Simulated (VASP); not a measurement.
A run of VASP 6.6.1 is set up as follows.

File INCAR:

```
  PREC = Accurate
  ENCUT = 520
  EDIFF = 1E-6
  ISMEAR = 0
  SIGMA = 0.15
  LREAL = False
  LASPH = True
  NELM = 80
  ALGO = Fast
  ISIF = 2
  LWAVE = False
  LCHARG = False
  NBANDS = 14
```

Contents of KPOINTS:

```
regular mesh
0
Gamma
  15 15 8
```

POSCAR

```
Na
1.0
    3.7658190936      0.0000000000      0.0000000000
   -1.8829095468      3.2612950011      0.0000000000
    0.0000000000      0.0000000000      5.8981745703
Na
2
Direct
    0.2689032601      0.6666666667      0.2500000000
    0.7310967399      0.3333333333      0.7500000000
```

Potentials or basis: VASP PAW LDA potentials, release 64 (Na_pv).

The run is started by

```console
$ cat potpaw_LDA.64/Na_pv/POTCAR > POTCAR
$ mpirun -np 1 vasp_std > vasp.out
```

Task: What does it give for the band gap on the k mesh?

Result: Zero (bands 7 and 8 overlap by 4.27 eV).

Task: What does it give for the largest force?

Result: 0.072 eV/Å.

Task: Estimate the pressure.

Result: -0.6 GPa.

Stress tensor (GPa, compression positive):
```
-0.87  0.38  0.00
 0.38 -0.77  0.00
 0.00  0.00 -0.24
```

Caveat: the cell differs from its parent crystal (atoms displaced along a vibrational mode, the cell strained).
